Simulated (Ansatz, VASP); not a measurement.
One calculation of LaTe, two programs

File INCAR:

```
PREC = Accurate
ENCUT = 520
EDIFF = 1E-6
ISMEAR = -1
SIGMA = 0.08
LREAL = False
LASPH = True
NELM = 100
ALGO = Normal
ISIF = 2
LWAVE = False
LCHARG = False
GGA = CA
NBANDS = 16
```

File KPOINTS:

```
regular mesh
0
Gamma
  10 10 10
```

The input POSCAR:

```
LaTe
1.0
    0.0642200000      3.2431100000      3.2431100000
    3.2431100000      0.0642200000      3.2431100000
    3.2431100000      3.2431100000      0.0642200000
La Te
1 1
Direct
    0.0000000000      0.0000000000      0.0000000000
    0.5000000000      0.5000000000      0.5000000000
```

Input for Ansatz:

```yaml
crystal:
  lattice:
    - [0.06422, 3.24311, 3.24311]
    - [3.24311, 0.06422, 3.24311]
    - [3.24311, 3.24311, 0.06422]
  atoms:
    - { symbol: La, position: [0.0, 0.0, 0.0] }
    - { symbol: Te, position: [0.5, 0.5, 0.5] }
kpoints:
  mp_grid: { grid: [10, 10, 10] }
  band_path:
    path:
      - [0.0, 0.0, 0.0]
      - [0.5, 0.5, 0.5]
      - [0.2451701269, 0.5, 0.7548298731]
      - [-0.2451701269, 0.2451701269, 0.5]
      - [0.0, 0.0, 0.5]
      - [0.0, 0.0, 0.0]
      - [-0.3725850634, 0.0, 0.3725850634]
      - [0.0, 0.3725850634, 0.6274149366]
      - [0.0, 0.5, 0.5]
    npoints: 5
scf:
  occupations: { method: fermi_dirac, width: 0.08 }
hamiltonian:
  xc: lda
  pseudopotentials: { kind: all_electron, lapw: { basis_error: 0.001 } }
output:
  forces: true
  stress: true
  eigenvalues: true
```

Change from the starting cell: equal xy, yz and zx shear strains of +2 %.

Alike in both runs: task single point; functional LDA; k mesh 10 × 10 × 10; occupations fermi-dirac, width 0.08 eV; no spin polarisation.

```csv
,VASP,Ansatz
version,VASP 6.6.1,Ansatz 0.2.0
potentials or method,"VASP PAW LDA potentials, release 64 (La, Te), cutoff 520 eV","all-electron LAPW, scalar-relativistic"
```

```tsv
	VASP	Ansatz	Ansatz less VASP
pressure (GPa)	-2.1	-2.1	-0.03
traceless stress, the component that is largest in VASP (GPa)	-0.17	-0.17	+0.001
```

LDA's correlation is that of Perdew and Zunger in VASP and of Perdew and Wang (1992) in Ansatz. Ansatz ran all-electron here, and VASP with PAW potentials.

Neither program's run includes spin-orbit coupling.
